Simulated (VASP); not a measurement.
Crystal: HgS.

```
CELL_PARAMETERS angstrom
0.00000 2.92900 2.92900
2.92900 0.00000 2.92900
2.92900 2.92900 0.00000
ATOMIC_POSITIONS crystal
Hg 0.00000 0.00000 0.00000
S 0.75000 0.75000 0.75000
```

Base run:

| Property | Result |
| --- | --- |
| Program | VASP 6.6.1 |
| Functional | RPBE |
| Potentials or basis | VASP PAW PBE potentials, release 64 (Hg, S) |
| Cutoff | 500 eV |
| k mesh | 8 × 8 × 8 |
| Occupations | gaussian, width 0.05 eV |
| Spin | no spin polarisation |

Its results: band gap on the k mesh zero (filled and empty bands touch); pressure 6.5 GPa.

**Question.** The run is repeated on the same cell with these changes: functional from RPBE to BLYP. What comes out?

**Answer.** Band gap on the k mesh zero (filled and empty bands touch); pressure 8.7 GPa.

Caveats: the PAW data sets were made with another functional, which shifts forces and pressure a little; spin-orbit coupling is left out, which moves the levels of the heavy elements.
